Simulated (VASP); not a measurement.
Input of a VASP 6.6.1 run:

The input POSCAR:

```
As
1.0
    1.8797494575      1.0852738553      3.4857700000
   -1.8797494575      1.0852738553      3.4857700000
    0.0000000000     -2.1705477106      3.4857700000
As
2
Direct
    0.2275400000      0.2275400000      0.2275400000
    0.7724600000      0.7724600000      0.7724600000
```

The input INCAR.step1:

```
SYSTEM = As
  ALGO = Normal
  EDIFF = 1E-5
  ENCUT = 440
  GGA = PE
  GGA_COMPAT = .False.
  ISMEAR = -1
  LASPH = .True.
  LCHARG = .False.
  LREAL = .False.
  LWAVE = .True.
  NBANDS = 12
  NELM = 120
  PREC = Accurate
  SIGMA = 0.05
```

The input INCAR.step2:

```
SYSTEM = As
  ALGO = Normal
  EDIFF = 1E-8
  ENCUT = 440
  GGA_COMPAT = .False.
  ISIF = 2
  ISMEAR = -1
  ISTART = 1
  LASPH = .True.
  LCHARG = .False.
  LEFG = .True.
  LMIXTAU = .True.
  LREAL = .False.
  LWAVE = .False.
  METAGGA = R2SCAN
  NBANDS = 12
  NELM = 120
  PREC = Accurate
  SIGMA = 0.05
```

The input KPOINTS:

```
k-points
0
Gamma
  13 13 13
  0 0 0
```

Potentials or basis: VASP PAW PBE potentials, release 64 (As).

Command:

```console
$ cat potpaw_PBE.64/As/POTCAR > POTCAR
$ cp INCAR.step1 INCAR
$ mpirun -np 1 vasp_std > vasp.out
$ cp INCAR.step2 INCAR
$ mpirun -np 1 vasp_std > vasp.out
```

Task: What does it give for the band gap on the k mesh?

Result: Zero (band 5 reaches 5.79 eV, above the bottom of band 6 at 5.42 eV).

Task: What does it give for the largest force?

Result: 0.014 eV/Å.

Electric field gradients, principal values (V/Å²):
```
atom   least  middle  greatest (by size)
1 As  29.632  29.632             -59.265
2 As  29.632  29.632             -59.265
```

Caveat: without QUAD_EFG the Cq values of the log hold for a quadrupole moment of 1 mb, not for the nuclei; the PAW data sets were made with another functional, which shifts forces and pressure a little.
